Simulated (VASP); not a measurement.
AlNi: single point with PBE

The system is AlNi.

```
Ni Al
1.0
     2.88100    0.00000    0.00000
     0.00000    2.88100    0.00000
     0.00000    0.00000    2.88100
Ni Al
1 1
Direct
  0.50000 0.50000 0.50000
  0.00000 0.00000 0.00000
```

```yaml
Program: VASP 6.6.1
Task: single point
Functional: PBE
Potentials_or_basis: VASP PAW PBE potentials, release 64 (Ni, Al)
Cutoff: 520 eV
k_mesh: 8 × 8 × 8
Occupations: fermi-dirac, width 0.05 eV
Spin: collinear spin, ferromagnetic start
Starting_moments: "[1.0, 0.0] μB"
Fixed_moment: 1 μB
Dipole_correction: no
Further_INCAR_settings: ALGO = Normal; EDIFF = 1e-06; NBANDS = 18
```

```json
{"Pressure": "5.8 GPa", "Net moment": "1.00 μB per cell", "Site moments": "Ni +0.74; Al +0.06 μB", "Valence electrons inside the program's atomic spheres": "Ni 9.43; Al 0.80"}
```

Wall time 34 s on 1 thread of Intel Xeon 8259CL (shared host), peak memory 0.16 GiB.

Caveat: the cell stands under pressure; the total moment is fixed, so each spin has its own Fermi level.
